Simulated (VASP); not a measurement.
Here is a VASP 6.6.1 calculation.

Contents of POSCAR:

```
SnO
1.0
    3.8077204168      0.0000000000      0.0000000000
    0.0000000000      3.8077204168      0.0000000000
    0.0000000000      0.0000000000      4.9387683478
Sn O
2 2
Direct
    0.5000000000      0.0000000000      0.2322894231
    0.0000000000      0.5000000000      0.7677105769
    0.0000000000      0.0000000000      0.0000000000
    0.5000000000      0.5000000000      0.0000000000
```

INCAR.step1

```
SYSTEM = SnO
PREC = Accurate
ENCUT = 520
ISMEAR = 0
SIGMA = 0.01
LREAL = .False.
LASPH = .True.
NELM = 100
NBANDS = 28
GGA = PE
ALGO = Normal
EDIFF = 1E-4
LWAVE = .True.
LCHARG = .False.
```

File INCAR.step2:

```
SYSTEM = SnO
PREC = Accurate
ENCUT = 520
EDIFF = 1E-6
ISMEAR = 0
SIGMA = 0.01
LREAL = .False.
LASPH = .True.
NELM = 100
ALGO = Normal
ISIF = 2
LWAVE = .False.
LCHARG = .True.
METAGGA = R2SCAN
LMIXTAU = .True.
LELF = .True.
LVHAR = .True.
NBANDS = 28
ISTART = 1
```

KPOINTS

```
Automatic mesh
0
Gamma
  10 10 8
  0 0 0
```

Potentials or basis: VASP PAW PBE potentials, release 64 (Sn_d, O).

Command:

```bash
$ cat potpaw_PBE.64/Sn_d/POTCAR potpaw_PBE.64/O/POTCAR > POTCAR
$ cp INCAR.step1 INCAR
$ mpirun -np 1 vasp_std > vasp.out
$ cp INCAR.step2 INCAR
$ mpirun -np 1 vasp_std > vasp.out
```

Predict the band gap on the k mesh.

0.37 eV (least direct gap 2.32 eV).

Predict the pressure.

0.6 GPa.

Forces in eV/Å, atoms in the order of the input:
```
Sn   0.000  0.000  0.144
Sn   0.000  0.000 -0.144
O    0.000  0.000  0.000
O    0.000  0.000  0.000
```

Caveat: semilocal functionals underestimate gaps, and a narrow one can read as zero; the PAW data sets were made with another functional, which shifts forces and pressure a little; spin-orbit coupling is left out, which moves the levels of the heavy elements. A k mesh can miss the band edges.
